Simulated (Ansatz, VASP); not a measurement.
Y: VASP beside Ansatz

Contents of INCAR:

```
SYSTEM = Y
ALGO = Normal
EDIFF = 1E-7
EDIFFG = -0.001
ENCUT = 600
IBRION = 2
ISIF = 3
ISMEAR = -1
LASPH = .True.
LCHARG = .False.
LREAL = .False.
LWAVE = .False.
NELM = 60
NSW = 80
PREC = Accurate
SIGMA = 0.15
```

Contents of KPOINTS:

```
k-points
0
Gamma
  12 12 6
  0 0 0
```

File POSCAR:

```
Y
1.0
    3.5482707538      0.0000000028      0.0000000000
   -1.7741353793      3.0728926109      0.0000000000
    0.0000000000      0.0000000000      5.4939439604
Y
2
Direct
    0.3333333333      0.6666666667      0.2500000000
    0.6666666667      0.3333333333      0.7500000000
```

Input for Ansatz:

```yaml
crystal:
  lattice:
    - [3.5482707538, 2.8e-09, 0.0]
    - [-1.7741353793, 3.0728926109, 0.0]
    - [0.0, 0.0, 5.4939439604]
  atoms:
    - { symbol: "Y", position: [0.3333333333, 0.6666666667, 0.25] }
    - { symbol: "Y", position: [0.6666666667, 0.3333333333, 0.75] }
basis:
  ecutwfc: 600.0
kpoints:
  mp_grid: { grid: [12, 12, 6] }
hamiltonian:
  xc: lda
  pseudopotentials: { kind: paw, azcp: { folder: soft_1 } }
scf:
  occupations: { method: fermi_dirac, width: 0.15 }
output:
  forces: true
  stress: true
  eigenvalues: true
relax:
  adjacent_minimum: "off"
  f_tol: 0.001
  max_steps: 60
  cell: { stress_tol: 0.01 }
```

Alike in both runs: task relaxation of cell and atoms; functional LDA; k mesh 12 × 12 × 6; occupations fermi-dirac, width 0.15 eV; no spin polarisation.

|  | VASP | Ansatz |
| --- | --- | --- |
| version | VASP 6.6.1 | Ansatz 0.2.0 |
| potentials or method | VASP PAW LDA potentials, release 64 (Y_sv), cutoff 600 eV | scalar-relativistic, plane waves, PAW |
| valence electrons in the cell | 22 | 22 |

|  | VASP | Ansatz | Ansatz less VASP |
| --- | --- | --- | --- |
| gap on the k mesh at the Fermi level, each at its own relaxed structure (eV) | none | none | - |
| relaxed volume (Å³/atom) | 29.98 | 30.08 | +0.098 |
| relaxed cell length with the largest relative difference (Å) | 3.534 | 3.538 | +0.0043 |

Ansatz warns that its potentials were made for another functional, while VASP's fit it. LDA's correlation is that of Perdew and Zunger in VASP and of Perdew and Wang (1992) in Ansatz. A gap of «none» marks a metal or a gap that the smearing closes.
